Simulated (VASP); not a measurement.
**Ta: single point with r2SCAN**

Crystal: Ta.

```
CELL_PARAMETERS angstrom
2.81072 0.00000 0.00000
-1.40536 2.43415 0.00000
0.00000 0.00000 9.55576
ATOMIC_POSITIONS crystal
Ta 0.00000 0.00000 0.00000
Ta 0.00000 0.00000 0.50000
Ta 0.33333 0.66667 0.25000
Ta 0.66667 0.33333 0.75000
```

This isn't the form of Ta at room conditions, which is bcc.

```json
{"Program": "VASP 6.6.1", "Task": "single point", "Functional": "r2SCAN", "Potentials or basis": "VASP PAW PBE potentials, release 64 (Ta_pv)", "Cutoff": "520 eV", "k mesh": "14 × 14 × 4", "Occupations": "fermi-dirac, width 0.1 eV", "Spin": "no spin polarisation", "Dipole correction": "no", "Further INCAR settings": "ALGO = Normal; EDIFF = 1e-06; NBANDS = 30"}
```

```yaml
Pressure: 32.9 GPa
Band_gap_on_the_k_mesh: zero (bands 22 and 23 overlap by 1.23 eV)
```

Stress tensor (GPa, compression positive):
```
32.46  0.00  0.00
 0.00 32.46  0.00
 0.00  0.00 33.78
```

Levels at points of the mesh, in eV from the Fermi level:
| k point | band 19 | band 20 | band 21 | band 22 | band 23 | band 24 | band 25 | band 26 |
| --- | --- | --- | --- | --- | --- | --- | --- | --- |
| (0.00, 0.00, 0.00) | -0.21 | 0.35 | 0.35 | 0.45 | 0.45 | 0.61 | 0.97 | 0.97 |
| (0.50, 0.00, 0.00) | -2.66 | -1.32 | -0.47 | 0.54 | 0.72 | 2.05 | 2.88 | 2.94 |
| (0.00, 0.00, 0.50) | -0.43 | -0.43 | 0.50 | 0.50 | 0.50 | 0.50 | 0.90 | 0.90 |
| (0.50, 0.00, 0.50) | -1.26 | -1.26 | 0.58 | 0.58 | 1.16 | 1.16 | 1.73 | 1.73 |

Run time: 3.6 min on 1 thread of Intel(R) Xeon(R) 6975P-C (Granite Rapids), on a shared host, peak memory 0.27 GiB.

Caveat: the cell stands under pressure; the PAW data sets were made with another functional, which shifts forces and pressure a little; spin-orbit coupling is left out, which moves the levels of the heavy elements.
